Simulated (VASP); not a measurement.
# BP: relaxation of cell and atoms with PBE

Crystal: BP.

```
B P
1.0
     0.00000    2.28412    2.28412
     2.28412    0.00000    2.28412
     2.28412    2.28412    0.00000
B P
1 1
Direct
  0.00000 0.00000 0.00000
  0.25000 0.25000 0.25000
```

- Program: VASP 6.6.1
- Task: relaxation of cell and atoms
- Functional: PBE
- Potentials or basis: VASP PAW PBE potentials, release 64 (B, P)
- Cutoff: 500 eV
- k mesh: 10 × 10 × 10
- Occupations: gaussian, width 0.02 eV
- Spin: no spin polarisation
- Dipole correction: no
- Further INCAR settings: ALGO = Normal; EDIFF = 1e-07; IBRION = 2; EDIFFG = -0.005; NSW = 100; ISIF = 3

```json
{"Relaxed volume": "11.75 Å³/atom", "Relaxed cell": "a = 3.215 Å, b = 3.215 Å, c = 3.215 Å, α = 60.00°, β = 60.00°, γ = 60.00°", "Space group after relaxing (to 0.05 Å)": "F-43m (No. 216)", "Energy gained by relaxing": "1.2 meV/atom", "Ionic steps": "3", "Pressure after relaxing": "0.0 GPa", "Band gap on the k mesh": "1.25 eV, indirect (least direct gap 3.39 eV)"}
```

Step by step:
| step | energy change (eV) | largest force (eV/Å) | pressure (GPa) | volume (Å³) |
| --- | --- | --- | --- | --- |
| 1 | 0.0000 | 0.0000 | -2.27 | 23.83 |
| 2 | -0.0012 | 0.0000 | 1.67 | 23.26 |
| 3 | -0.0024 | 0.0000 | 0.01 | 23.49 |

Final structure:
```xyz
2
Lattice="0.0000 2.2732 2.2732 2.2732 0.0000 2.2732 2.2732 2.2732 0.0000" Properties=species:S:1:pos:R:3 pbc="T T T"
B     0.0000    0.0000    0.0000
P     1.1366    1.1366    1.1366
```

Levels at points of the mesh, in eV from the valence-band top:
```tsv
k point	band 2	band 3	band 4	band 5	band 6	band 7
(0.00, 0.00, 0.00)	0.00	0.00	0.00	3.39	3.39	3.39
(0.50, 0.00, 0.00)	-8.99	-1.75	-1.75	3.75	4.71	4.71
(0.50, 0.50, 0.00)	-8.55	-4.09	-4.09	1.34	1.66	12.07
```

Wall time 10 s on 1 thread of AMD EPYC 9R45 96-Core Processor (Zen 5) (shared host), peak memory 0.11 GiB.

A k mesh can miss the band edges.
